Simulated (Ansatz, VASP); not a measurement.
**One calculation of Sn, two programs**

```xyz
2
Lattice="-3.0430 2.8791 1.6189 3.0434 -2.8794 1.6201 3.0438 2.8802 -1.6194" Properties=species:S:1:pos:R:3 pbc="T T T"
Sn    0.0007    2.8796    1.0002
Sn   -0.0002    0.0000   -0.1907
```

Change from the starting cell: all atoms moved at random, sigma 0.15 Å a component; relaxed back.

Alike in both runs: functional PBE; k mesh 12 × 12 × 12; occupations gaussian, width 0.15 eV; no spin polarisation.

Ansatz relaxed the structure, and its values are those at the end. VASP's run is a single point on that final structure, the one shown.

```csv
,VASP,Ansatz
version,VASP 6.6.1,Ansatz 0.2.0
potentials or method,"VASP PAW PBE potentials, release 64 (Sn_d), cutoff 520 eV","scalar-relativistic, plane waves, PAW"
valence electrons in the cell,28,28
```

|  | VASP | Ansatz | Ansatz less VASP |
| --- | --- | --- | --- |
| gap on the k mesh at the Fermi level (eV) | none | none | - |
| pressure (GPa) | 0.0 | 0.0 | +0.04 |

A gap of «none» marks a metal or a gap that the smearing closes.
